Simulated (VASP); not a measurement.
# KTaO3 (Pm-3m) in VASP: settings compared, part 2 of 3

VASP 6.6.1.

## Step 3: Relaxation of cell and atoms, BLYP+D4

File INCAR:

```
SYSTEM = KTaO3
PREC = Accurate ; ENCUT = 600
EDIFF = 1E-7 ; ISMEAR = -1
SIGMA = 0.05 ; LREAL = .False.
LASPH = .True. ; NELM = 60
ALGO = Normal ; ISIF = 3
LWAVE = .False. ; LCHARG = .False.
GGA = B5 ; ALDAX = 1.0
AGGAX = 1.0 ; AGGAC = 1.0
ALDAC = 0.0 ; IVDW = 13
VDW_S6 = 1.0 ; VDW_S8 = 2.34076671
VDW_A1 = 0.44488865 ; VDW_A2 = 4.0933009
IBRION = 2 ; NSW = 60
EDIFFG = -0.01
```

File KPOINTS:

```
Automatic mesh
0
Gamma
  7 7 7
  0 0 0
```

File POSCAR:

```
KTaO3
1.0
    3.9883000000      0.0000000000      0.0000000000
    0.0000000000      3.9883000000      0.0000000000
    0.0000000000      0.0000000000      3.9883000000
Ta K O
1 1 3
Direct
    0.0000000000      0.0000000000      0.0000000000
    0.5000000000      0.5000000000      0.5000000000
    0.0000000000      0.0000000000      0.5000000000
    0.0000000000      0.5000000000      0.0000000000
    0.5000000000      0.0000000000      0.0000000000
```

Potentials or basis: VASP PAW PBE potentials, release 64 (Ta_pv, K_sv, O).

Started as:

```console
$ cat potpaw_PBE.64/Ta_pv/POTCAR potpaw_PBE.64/K_sv/POTCAR potpaw_PBE.64/O/POTCAR > POTCAR
$ mpirun -np 1 vasp_std > vasp.out
```

OUTCAR:

```text
SYSTEM = KTaO3
   PREC = Accurate
   ENCUT = 600
   EDIFF = 1E-7
   ISMEAR = -1
   LREAL = .False.
   LASPH = .True.
   NELM = 60
   ISIF = 3
   GGA = B5
   IVDW = 13
   IBRION = 2
   NSW = 60
   EDIFFG = -0.01

 ion  position               nearest neighbor table
   1  0.000  0.000  0.000-   3 1.99   4 1.99   5 1.99   3 1.99   4 1.99   5 1.99   2 3.45   2 3.45
                             2 3.45   2 3.45   2 3.45   2 3.45   2 3.45   2 3.45
   2  0.500  0.500  0.500-   3 2.82   4 2.82   5 2.82   4 2.82   5 2.82   3 2.82   5 2.82   5 2.82
                             3 2.82   4 2.82   4 2.82   3 2.82   1 3.45   1 3.45   1 3.45   1 3.45
   3  0.000  0.000  0.500-   1 1.99   1 1.99   2 2.82   2 2.82   2 2.82   2 2.82
   4  0.000  0.500  0.000-   1 1.99   1 1.99   2 2.82   2 2.82   2 2.82   2 2.82
   5  0.500  0.000  0.000-   1 1.99   1 1.99   2 2.82   2 2.82   2 2.82   2 2.82

  LATTYP: Found a simple cubic cell.
 ALAT       =     3.9883000000

  Lattice vectors:

 A1 = (   3.9883000000,   0.0000000000,   0.0000000000)
 A2 = (   0.0000000000,   3.9883000000,   0.0000000000)
 A3 = (   0.0000000000,   0.0000000000,   3.9883000000)

Analysis of symmetry for initial positions (statically):
=====================================================================
 Subroutine PRICEL returns:
 Original cell was already a primitive cell.

 Routine SETGRP: Setting up the symmetry group for a
 simple cubic supercell.

 Subroutine GETGRP returns: Found 48 space group operations
 (whereof 48 operations were pure point group operations)
 out of a pool of 48 trial point group operations.

The static configuration has the point symmetry O_h .

Analysis of symmetry for dynamics (positions and initial velocities):
=====================================================================
 Subroutine PRICEL returns:
 Original cell was already a primitive cell.

 Routine SETGRP: Setting up the symmetry group for a
 simple cubic supercell.

 Subroutine GETGRP returns: Found 48 space group operations
 (whereof 48 operations were pure point group operations)
 out of a pool of 48 trial point group operations.

The dynamic configuration has the point symmetry O_h .

 Subroutine INISYM returns: Found 48 space group operations
 (whereof 48 operations are pure point group operations),
 and found     1 'primitive' translations

----------------------------------------------------------------------------------------

                                     Primitive cell

  volume of cell :      63.4400

  direct lattice vectors                    reciprocal lattice vectors
     3.988300000  0.000000000  0.000000000     0.250733395  0.000000000  0.000000000
     0.000000000  3.988300000  0.000000000     0.000000000  0.250733395  0.000000000
     0.000000000  0.000000000  3.988300000     0.000000000  0.000000000  0.250733395

  length of vectors
     3.988300000  3.988300000  3.988300000     0.250733395  0.250733395  0.250733395

  position of ions in fractional coordinates (direct lattice)
     0.000000000  0.000000000  0.000000000
     0.500000000  0.500000000  0.500000000
     0.000000000  0.000000000  0.500000000
     0.000000000  0.500000000  0.000000000
     0.500000000  0.000000000  0.000000000

  ion indices of the primitive-cell ions
   primitive index   ion index
                 1           1
                 2           2
                 3           3
                 4           4
                 5           5

----------------------------------------------------------------------------------------

 KPOINTS: Automatic mesh

Automatic generation of k-mesh.
 Grid dimensions read from file:
 generate k-points for:    7    7    7

 Generating k-lattice:

  Cartesian coordinates                     Fractional coordinates (reciprocal lattice)
     0.035819056  0.000000000  0.000000000     0.142857143  0.000000000  0.000000000
     0.000000000  0.035819056  0.000000000     0.000000000  0.142857143  0.000000000
     0.000000000  0.000000000  0.035819056     0.000000000  0.000000000  0.142857143

  Length of vectors
     0.035819056  0.035819056  0.035819056

  Shift w.r.t. Gamma in fractional coordinates (k-lattice)
     0.000000000  0.000000000  0.000000000

 Subroutine IBZKPT returns following result:
 ===========================================

 Found     20 irreducible k-points:

 Following reciprocal coordinates:
            Coordinates               Weight
  0.000000  0.000000  0.000000      1.000000
  0.142857  0.000000  0.000000      6.000000
  0.285714  0.000000  0.000000      6.000000
  0.428571  0.000000  0.000000      6.000000
  0.142857  0.142857  0.000000     12.000000
  0.285714  0.142857  0.000000     24.000000
[... 12 lines left out ...]
  0.428571  0.428571  0.285714     24.000000
  0.428571  0.428571  0.428571      8.000000
   k-points           NKPTS =     20   k-points in BZ     NKDIM =     20   number of bands    NBANDS=     23
   number of dos      NEDOS =    301   number of ions     NIONS =      5
   total plane-waves  NPLWV =  32768
   dimension x,y,z NGX =    32 NGY =   32 NGZ =   32
   dimension x,y,z NGXF=    64 NGYF=   64 NGZF=   64
   ions per type =               1   1   3
   NGX,Y,Z   is equivalent  to a cutoff of  13.34, 13.34, 13.34 a.u.
   NGXF,Y,Z  is equivalent  to a cutoff of  26.68, 26.68, 26.68 a.u.
 SYSTEM =  KTaO3
   PREC   = accura    normal or accurate (medium, high low for compatibility)
   ISTART =      0    job   : 0-new  1-cont  2-samecut
   ICHARG =      2    charge: 1-file 2-atom 10-const
   ISPIN  =      1    spin polarized calculation?
   LNONCOLLINEAR =      F non collinear calculations
   LSORBIT =      F    spin-orbit coupling
   LASPH  =      T    aspherical Exc in radial PAW
   ENCUT  =  600.0 eV  44.10 Ry    6.64 a.u.   7.97  7.97  7.97*2*pi/ulx,y,z
   NELM   =     60;   NELMIN=  2; NELMDL= -5     # of ELM steps
   EDIFF  = 0.1E-06   stopping-criterion for ELM
   LREAL  =      F    real-space projection
   EDIFFG = -.1E-01   stopping-criterion for IOM
   NSW    =     60    number of steps for IOM
   IBRION =      2    ionic relax: 0-MD 1-quasi-New 2-CG
   NFREE  =      1    steps in history (QN), initial steepest desc. (CG)
   ISIF   =      3    stress and relaxation
   ISYM   =      2    0-nonsym 1-usesym 2-fastsym
   POTIM  = 0.5000    time-step for ionic-motion
   TEBEG  =    0.0;   TEEND  =   0.0 temperature during run
   PSTRESS=    0.0 pullay stress
   NELECT =      38.0000    total number of electrons
   NUPDOWN=      -1.0000    fix difference up-down
   EMIN   =  10.00;   EMAX   =-10.00  energy-range for DOS
   EFERMI =   0.00;   METHOD = LEGACY
   ISMEAR =    -1;   SIGMA  =   0.05  broadening in eV -4-tet -1-fermi 0-gaus
   EFERMI_NEDOS =   21; number of points for ismear=-14 and -15
   IALGO  =     38    algorithm
   IMIX   =      4    mixing-type and parameters
     AMIX     =   0.40;   BMIX     =  1.00
     AMIX_MAG =   1.60;   BMIX_MAG =  1.00
  volume/ion in A,a.u.               =      12.69        85.62
  Fermi-wavevector in a.u.,A,eV,Ry     =   1.380008  2.607837 25.911228  1.904422
  Thomas-Fermi vector in A             =   2.504925
   LORBIT       =      0    0 simple, 1 ext, 2 COOP (PROOUT), +10 PAW based schemes
   GGA     = B5    functional components
   LHFCALC =     F    Hartree Fock is set to
   AEXX    =    0.0000 exact exchange contribution
   IVDW    =    13    specifies the selected vdW correction
   LEPSILON=     F    determine dielectric tensor
   LRPA    =     F    only Hartree local field effects (RPA)
 conjugate gradient relaxation of ions
 non-spin polarized calculation
  energy-cutoff  :      600.00
  volume of cell :       63.44
 maximum number of plane-waves:      2146
 NGX is ok and might be reduce to    32
   NGX = 15   NGY = 15   NGZ = 15

--------------------------------------- Ionic step        1  -------------------------------------------

 number of electron      37.9999990 magnetization

 Free energy of the ion-electron system (eV)
  ---------------------------------------------------
  ext. energy  EPLUGINS =         0.00000000
  ---------------------------------------------------
  free energy    TOTEN  =       -39.16737923 eV

  energy without entropy =      -39.16737923  energy(sigma->0) =      -39.16737923

------------------------ aborting loop because EDIFF is reached ----------------------------------------

  DFT-D4 for vdW energy calculation

  Edisp (eV):   -1.46695

  FORCE on cell =-STRESS in cart. coord.  units (eV):
  Direction    XX          YY          ZZ          XY          YZ          ZX
  --------------------------------------------------------------------------------------
  -------------------------------------------------------------------------------------
  Total       2.95986     2.95986     2.95986     0.00000     0.00000     0.00000
  in kB      74.75126    74.75126    74.75126     0.00000     0.00000     0.00000
  external pressure =       74.75 kB  Pullay stress =        0.00 kB
[... 67 lines left out ...]
  energy  without entropy=      -40.6068821263  energy(sigma->0) =      -40.60688213

--------------------------------------- Ionic step        3  -------------------------------------------

 number of electron      38.0000013 magnetization

 Free energy of the ion-electron system (eV)
  ---------------------------------------------------
  ext. energy  EPLUGINS =         0.00000000
  ---------------------------------------------------
  free energy    TOTEN  =       -39.27941725 eV

  energy without entropy =      -39.27941725  energy(sigma->0) =      -39.27941725

 E-fermi :   2.8956     XC(G=0): -10.2511

 val. band max:        1.8104670759   @ k =   0.4286   0.4286   0.4286
 cond. band min:       3.9998158991   @ k =   0.0000   0.0000   0.0000
 fundamental gap:      2.1893488232
 Fermi energy:         2.8955840417

 k-point     1 :       0.0000    0.0000    0.0000
  band No.  band energies     occupation
      1     -32.2827      2.00000
      2     -32.2827      2.00000
      3     -32.2827      2.00000
      4     -25.4987      2.00000
      5     -15.4312      2.00000
      6     -14.7540      2.00000
[... 545 lines left out ...]
  FREE ENERGIE OF THE ION-ELECTRON SYSTEM (eV)
  ---------------------------------------------------
  free  energy   TOTEN  =       -40.6885682017 eV

  energy  without entropy=      -40.6885682016  energy(sigma->0) =      -40.68856820

 reached required accuracy - stopping structural energy minimisation
```

It took 82 s on 1 thread of Intel Xeon 6975P-C (Granite Rapids), shared host; peak memory 0.2 GiB.

What came out:

```yaml
Free_energy: -40.6886 eV
Relaxed_volume: 13.17 Å³/atom
Relaxed_cell: a = 4.039 Å, b = 4.039 Å, c = 4.039 Å, α = 90.00°, β = 90.00°, γ = 90.00°
Space_group_after_relaxing_to_0.05_Å: Pm-3m (No. 221)
Energy_gained_by_relaxing: 10.8 meV/atom
Ionic_steps: 3
Pressure_after_relaxing: -0.1 GPa
Band_gap_on_the_k_mesh: 2.19 eV, indirect (least direct gap 2.76 eV)
Dispersion_energy_per_atom: -0.282 eV
```

The path:
| step | energy change (eV) | largest force (eV/Å) | pressure (GPa) | volume (Å³) |
| --- | --- | --- | --- | --- |
| 1 | 0.0000 | 0.0000 | 7.48 | 63.44 |
| 2 | 0.0274 | 0.0000 | -7.87 | 69.03 |
| 3 | -0.0542 | 0.0000 | -0.08 | 65.87 |

Final structure:
```xyz
5
Lattice="4.0386 0.0000 0.0000 0.0000 4.0386 0.0000 0.0000 0.0000 4.0386" Properties=species:S:1:pos:R:3 pbc="T T T"
Ta    0.0000    0.0000    0.0000
K     2.0193    2.0193    2.0193
O     0.0000    0.0000    2.0193
O     0.0000    2.0193    0.0000
O     2.0193    0.0000    0.0000
```

Caveat: the PAW data sets were made with another functional, which shifts forces and pressure a little; spin-orbit coupling is left out, which moves the levels of the heavy elements. Zero-point motion and thermal expansion aren't in these numbers.

## Step 4: Single point, r2SCAN

This run uses another cell than the first one, of 13.45 Å³/atom, 1.060 times its volume.

POSCAR: that of step 3 with these lines changed.

```diff
@@ -2,5 +2,5 @@
 1.0
-    3.9883000000      0.0000000000      0.0000000000
-    0.0000000000      3.9883000000      0.0000000000
-    0.0000000000      0.0000000000      3.9883000000
+    4.0665218197      0.0000000000      0.0000000000
+    0.0000000000      4.0665218197      0.0000000000
+    0.0000000000      0.0000000000      4.0665218197
 Ta K O
```

File INCAR.step1:

```
  ALGO = Normal
  EDIFF = 1E-5
  ENCUT = 660
  GGA = PE
  GGA_COMPAT = F
  ISMEAR = -1
  LASPH = T
  LCHARG = F
  LREAL = F
  LWAVE = T
  NBANDS = 28
  NELM = 120
  PREC = Accurate
  SIGMA = 0.05
```

File INCAR.step2:

```
  ALGO = Normal
  EDIFF = 1E-6
  ENCUT = 660
  GGA_COMPAT = F
  ISIF = 2
  ISMEAR = -1
  ISTART = 1
  LASPH = T
  LCHARG = F
  LMIXTAU = T
  LREAL = F
  LWAVE = F
  METAGGA = R2SCAN
  NBANDS = 28
  NELM = 120
  PREC = Accurate
  SIGMA = 0.05
```

File KPOINTS:

```
k-points
0
Gamma
  7 7 7
```

Potentials or basis: VASP PAW PBE potentials, release 64 (Ta_sv_GW, K_sv, O).

Started as:

```console
$ cat potpaw_PBE.64/Ta_sv_GW/POTCAR potpaw_PBE.64/K_sv/POTCAR potpaw_PBE.64/O/POTCAR > POTCAR
$ cp INCAR.step1 INCAR
$ mpirun -np 1 vasp_std > vasp.out
$ cp INCAR.step2 INCAR
$ mpirun -np 1 vasp_std > vasp.out
```

OUTCAR:

```text
EDIFF = 1E-6
   ENCUT = 660
   ISIF = 2
   ISMEAR = -1
   ISTART = 1
   LASPH = T
   LREAL = F
   METAGGA = R2SCAN
   NELM = 120
   PREC = Accurate

 ion  position               nearest neighbor table
   1  0.000  0.000  0.000-   3 2.03   4 2.03   5 2.03   3 2.03   4 2.03   5 2.03   2 3.52   2 3.52
                             2 3.52   2 3.52   2 3.52   2 3.52   2 3.52   2 3.52
   2  0.500  0.500  0.500-   3 2.88   4 2.88   5 2.88   4 2.88   5 2.88   3 2.88   5 2.88   5 2.88
                             3 2.88   4 2.88   4 2.88   3 2.88   1 3.52   1 3.52   1 3.52   1 3.52
[... 820 lines left out ...]
  -------------------------------------------------------------------------------------
  Total       -4.4618788     -4.4618788     -4.4618788     -0.0000000      0.0000000      0.0000000
  in kB     -106.3063077   -106.3063077   -106.3063077     -0.0000000      0.0000000      0.0000000
  external PRESSURE =    -106.3063077 kB  Pullay stress =       0.0000000 kB

 VOLUME and BASIS-vectors are now :
 -----------------------------------------------------------------------------
  energy-cutoff  :      660.00
  volume of cell :       67.25
      direct lattice vectors                 reciprocal lattice vectors
     4.066521820  0.000000000  0.000000000     0.245910398  0.000000000  0.000000000
     0.000000000  4.066521820  0.000000000     0.000000000  0.245910398  0.000000000
     0.000000000  0.000000000  4.066521820     0.000000000  0.000000000  0.245910398

 POSITION                                       TOTAL-FORCE (eV/Angst)
 -----------------------------------------------------------------------------------
      0.00000      0.00000      0.00000         0.000000      0.000000      0.000000
      2.03326      2.03326      2.03326         0.000000      0.000000      0.000000
      0.00000      0.00000      2.03326         0.000000      0.000000      0.000000
      0.00000      2.03326      0.00000         0.000000      0.000000      0.000000
      2.03326      0.00000      0.00000         0.000000      0.000000      0.000000
 -----------------------------------------------------------------------------------
    total drift:                                0.000000      0.000000     -0.000000

  FREE ENERGIE OF THE ION-ELECTRON SYSTEM (eV)
  ---------------------------------------------------
  free  energy   TOTEN  =       -89.6883521793 eV

  energy  without entropy=      -89.6883521793  energy(sigma->0) =      -89.68835218
```

OSZICAR.step1:

```text
N       E                     dE             d eps       ncg     rms          rms(c)
DAV:   1     0.386204035434E+03    0.38620E+03   -0.25531E+04  1120   0.171E+03
DAV:   2    -0.303602407608E+02   -0.41656E+03   -0.40328E+03  1400   0.417E+02
DAV:   3    -0.535131651728E+02   -0.23153E+02   -0.23056E+02  1460   0.101E+02
DAV:   4    -0.545185318328E+02   -0.10054E+01   -0.10038E+01  1904   0.140E+01
DAV:   5    -0.545235776038E+02   -0.50458E-02   -0.50453E-02  1440   0.110E+00    0.487E+01
DAV:   6    -0.439564639094E+02    0.10567E+02   -0.46218E+01  1244   0.357E+01    0.105E+02
DAV:   7    -0.441845419446E+02   -0.22808E+00   -0.18971E+00  1440   0.723E+00    0.631E+01
DAV:   8    -0.437376013512E+02    0.44694E+00   -0.20045E+00  1284   0.722E+00    0.575E+01
DAV:   9    -0.436485596001E+02    0.89042E-01   -0.66928E-01  1316   0.489E+00    0.722E+01
DAV:  10    -0.436451795454E+02    0.33801E-02   -0.16566E-01  1248   0.221E+00    0.656E+01
DAV:  11    -0.436273700079E+02    0.17810E-01   -0.21392E-02  1384   0.933E-01    0.691E+01
DAV:  12    -0.436255578778E+02    0.18121E-02   -0.17929E-03  1592   0.238E-01    0.716E+01
DAV:  13    -0.436261144847E+02   -0.55661E-03   -0.21310E-04  1308   0.855E-02    0.732E+01
DAV:  14    -0.436234872651E+02    0.26272E-02   -0.23331E-03  1268   0.283E-01    0.686E+01
DAV:  15    -0.436153515095E+02    0.81358E-02   -0.27229E-02  1260   0.103E+00    0.587E+00
DAV:  16    -0.436144546816E+02    0.89683E-03   -0.47426E-03  1516   0.382E-01    0.108E+00
DAV:  17    -0.436144762095E+02   -0.21528E-04   -0.35449E-04  1592   0.926E-02    0.746E-01
DAV:  18    -0.436144809884E+02   -0.47789E-05   -0.24405E-05  1124   0.304E-02
   1 F= -.43614481E+02 E0= -.43614481E+02  d E =-.139725E-09
```

Run time: 1.8 min. Hardware: 1 thread of Intel Xeon Platinum 8488C (Sapphire Rapids), shared host; peak memory 0.25 GiB.

Results:

```yaml
Free_energy: -89.6884 eV
Pressure: -10.6 GPa
Band_gap_on_the_k_mesh: 2.52 eV, indirect (least direct gap 3.13 eV)
```

Caveat: the PAW data sets were made with another functional, which shifts forces and pressure a little; spin-orbit coupling is left out, which moves the levels of the heavy elements. A k mesh can miss the band edges.

(Continued in part 3 of 3.)
